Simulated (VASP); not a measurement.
# SiC (P6_3mc) in VASP: further runs, part 2 of 2

VASP 6.6.1.

## 3. Single point, PBE

The input, INCAR:

```
SYSTEM = SiC
  PREC = Accurate
  ENCUT = 520
  EDIFF = 1E-7
  ISMEAR = 0
  SIGMA = 0.05
  LREAL = .False.
  LASPH = .True.
  NELM = 100
  ALGO = Normal
  ISIF = 2
  LWAVE = .False.
  LCHARG = .True.
  GGA = PE
  LELF = .True.
  LVHAR = .True.
  NBANDS = 16
```

The input, KPOINTS:

```
Automatic mesh
0
Gamma
  12 12 6
  0 0 0
```

The input, POSCAR:

```
SiC
1.0
    3.1791678455      0.0000000000      0.0000000000
   -1.5895839227      2.7532401171      0.0000000000
    0.0000000000      0.0000000000      4.7995896963
Si C
2 2
Direct
    0.3333333333      0.6666666667      0.0045639005
    0.6666666667      0.3333333333      0.5045639005
    0.3333333333      0.6666666667      0.3506168194
    0.6666666667      0.3333333333      0.8506168194
```

Potentials or basis: VASP PAW PBE potentials, release 64 (Si, C).

On the command line:

```bash
$ cat potpaw_PBE.64/Si/POTCAR potpaw_PBE.64/C/POTCAR > POTCAR
$ mpirun -np 1 vasp_std > vasp.out
```

Wall time 67 s (1 thread of Intel Xeon 8259CL, shared host); peak memory 0.17 GiB.

The run converged. Its results:

* Free energy: -28.8311 eV
* Pressure: 11.2 GPa
* Largest force: 5.878 eV/Å
* Band gap on the k mesh: 1.81 eV (least direct gap 2.97 eV)

Forces in eV/Å, atoms in the order of the input:
```
Si   0.000  0.000 -5.878
Si   0.000  0.000 -5.878
C    0.000  0.000  5.878
C    0.000  0.000  5.878
```

Stress tensor (GPa, compression positive):
```
-17.84   0.00   0.00
  0.00 -17.84   0.00
  0.00   0.00  69.17
```

Levels at points of the mesh, in eV from the valence-band top:
```tsv
k point	band 6	band 7	band 8	band 9	band 10	band 11
(0.00, 0.00, 0.00)	-0.92	0.00	0.00	3.42	5.87	5.87
(0.50, 0.00, 0.00)	-3.91	-3.73	-0.82	2.15	4.08	5.94
(0.00, 0.00, 0.50)	-1.01	-1.01	-1.01	4.91	4.91	6.65
(0.50, 0.00, 0.50)	-2.62	-2.46	-2.46	3.10	3.10	5.86
```

Caveat: the cell stands under pressure; forces of over 1 eV/Å act on the atoms, so gaps and moduli don't describe the material at rest.

## 4. Single point, PBE

This run uses another cell than the first one, of the same volume but with other edges.

The input, INCAR:

```
SYSTEM = SiC
  ALGO = Normal
  EDIFF = 1E-6
  ENCUT = 520
  GGA = PE
  ISIF = 2
  ISMEAR = 0
  LASPH = .TRUE.
  LCHARG = .TRUE.
  LELF = .TRUE.
  LREAL = .FALSE.
  LVHAR = .TRUE.
  LWAVE = .FALSE.
  NBANDS = 16
  NELM = 60
  PREC = Accurate
  SIGMA = 0.05
```

The input, KPOINTS:

```
k-points
0
G
  12 12 6
  0 0 0
```

The input, POSCAR:

```
SiC
1.0
    3.0389289587      0.0000000000      0.0000000000
   -1.5194644794      2.6317896786      0.0000000000
    0.0000000000      0.0000000000      5.2527887052
Si C
2 2
Direct
    0.3333333333      0.6666666667      0.0045639005
    0.6666666667      0.3333333333      0.5045639005
    0.3333333333      0.6666666667      0.3356973251
    0.6666666667      0.3333333333      0.8356973251
```

Potentials or basis: VASP PAW PBE potentials, release 64 (Si, C).

On the command line:

```bash
$ cat potpaw_PBE.64/Si/POTCAR potpaw_PBE.64/C/POTCAR > POTCAR
$ mpirun -np 1 vasp_std > vasp.out
```

OUTCAR:

```text
SYSTEM = SiC
   EDIFF = 1E-6
   ENCUT = 520
   GGA = PE
   ISIF = 2
   ISMEAR = 0
   LASPH = .TRUE.
   LREAL = .FALSE.
   NELM = 60
   PREC = Accurate

 ion  position               nearest neighbor table
   1  0.333  0.667  0.005-   3 1.74   4 1.97   4 1.97   4 1.97
   2  0.667  0.333  0.505-   4 1.74   3 1.97   3 1.97   3 1.97
   3  0.333  0.667  0.336-   1 1.74   2 1.97   2 1.97   2 1.97
   4  0.667  0.333  0.836-   2 1.74   1 1.97   1 1.97   1 1.97

  LATTYP: Found a hexagonal cell.
 ALAT       =     3.0389289587
 C/A-ratio  =     1.7285000000

  Lattice vectors:

 A1 = (   3.0389289587,   0.0000000000,   0.0000000000)
 A2 = (  -1.5194644794,   2.6317896786,   0.0000000000)
 A3 = (   0.0000000000,   0.0000000000,   5.2527887052)

Analysis of symmetry for initial positions (statically):
=====================================================================
 Subroutine PRICEL returns:
 Original cell was already a primitive cell.

 Routine SETGRP: Setting up the symmetry group for a
[... 174 lines left out ...]

 E-fermi :   8.9722     XC(G=0): -11.3119

 val. band max:        8.7980382307   @ k =   0.0000   0.0000   0.0000
 cond. band min:       9.1460990707   @ k =   0.3333   0.3333   0.0000
 fundamental gap:      0.3480608401
 Fermi energy:         8.9721993071

 k-point     1 :       0.0000    0.0000    0.0000
  band No.  band energies     occupation
      1      -7.3452      2.00000
      2      -3.8408      2.00000
      3      -1.4809      2.00000
      4       6.4413      2.00000
      5       7.5449      2.00000
      6       7.5449      2.00000
[... 433 lines left out ...]
      3       0.4748      2.00000
      4       2.4645      2.00000
      5       3.5998      2.00000
      6       5.6415      2.00000
[... 8 lines left out ...]
     15      19.2030      0.00000
     16      20.2116      0.00000

 [... further k-points ...]

------------------------ aborting loop because EDIFF is reached ----------------------------------------

  FORCE on cell =-STRESS in cart. coord.  units (eV):
  Direction    XX          YY          ZZ          XY          YZ          ZX
  --------------------------------------------------------------------------------------
  -------------------------------------------------------------------------------------
  Total        0.7007962      0.7007962      0.5226451     -0.0000000      0.0000000     -0.0000000
  in kB       26.7264120     26.7264120     19.9322277     -0.0000000      0.0000000     -0.0000000
  external PRESSURE =      24.4616839 kB  Pullay stress =       0.0000000 kB

 VOLUME and BASIS-vectors are now :
 -----------------------------------------------------------------------------
  energy-cutoff  :      520.00
  volume of cell :       42.01
      direct lattice vectors                 reciprocal lattice vectors
     3.038928959  0.000000000  0.000000000     0.329063303  0.189984786  0.000000000
    -1.519464479  2.631789679  0.000000000     0.000000000  0.379969573  0.000000000
     0.000000000  0.000000000  5.252788705     0.000000000  0.000000000  0.190375067

 POSITION                                       TOTAL-FORCE (eV/Angst)
 -----------------------------------------------------------------------------------
     -0.00000      1.75453      0.02397         0.000000     -0.000000     -4.934266
      1.51946      0.87726      2.65037        -0.000000      0.000000     -4.934266
     -0.00000      1.75453      1.76335         0.000000     -0.000000      4.934266
      1.51946      0.87726      4.38974         0.000000      0.000000      4.934266
 -----------------------------------------------------------------------------------
    total drift:                               -0.000000     -0.000000     -0.000139

  FREE ENERGIE OF THE ION-ELECTRON SYSTEM (eV)
  ---------------------------------------------------
  free  energy   TOTEN  =       -29.0666741503 eV

  energy  without entropy=      -29.0666741496  energy(sigma->0) =      -29.06667415
```

Run time: 60 s. Hardware: 1 thread of Intel Xeon 8259CL, shared host; peak memory 0.18 GiB.

What came out:

* Free energy: -29.0667 eV
* Pressure: 2.4 GPa
* Largest force: 4.934 eV/Å
* Band gap on the k mesh: 0.35 eV (least direct gap 3.35 eV)

Forces in eV/Å, atoms in the order of the input:
```
Si   0.000  0.000 -4.934
Si   0.000  0.000 -4.934
C    0.000  0.000  4.934
C    0.000  0.000  4.934
```

Caveat: forces of over 1 eV/Å act on the atoms, so gaps and moduli don't describe the material at rest.

## 5. Overview

| cell | gap on the mesh (eV) | pressure (GPa) | largest force (eV/Å) |
| --- | --- | --- | --- |
| a = 3.149, b = 3.149, c = 4.892 Å, angles 90.0, 90.0, 120.0°, 4 atoms, atomic positions A | 1.78 | -0.5 | 0.69 |
| a = 3.179, b = 3.179, c = 4.800 Å, angles 90.0, 90.0, 120.0°, 4 atoms, atomic positions B | 1.81 | 11.2 | 5.88 |
| a = 3.039, b = 3.039, c = 5.253 Å, angles 90.0, 90.0, 120.0°, 4 atoms, atomic positions C | 0.35 | 2.4 | 4.93 |

Alike in all rows: task single point; level PBE; potentials or basis VASP PAW PBE potentials, release 64 (Si, C); no spin polarisation; k mesh 12 × 12 × 6; cutoff (eV) 520; smearing gaussian 0.05 eV.

Caveats: forces of over 1 eV/Å act on the atoms, so gaps and moduli don't describe the material at rest (at least some runs); the cell stands under pressure (at least some runs).

Absolute energies hang on the potentials; compare differences alone.
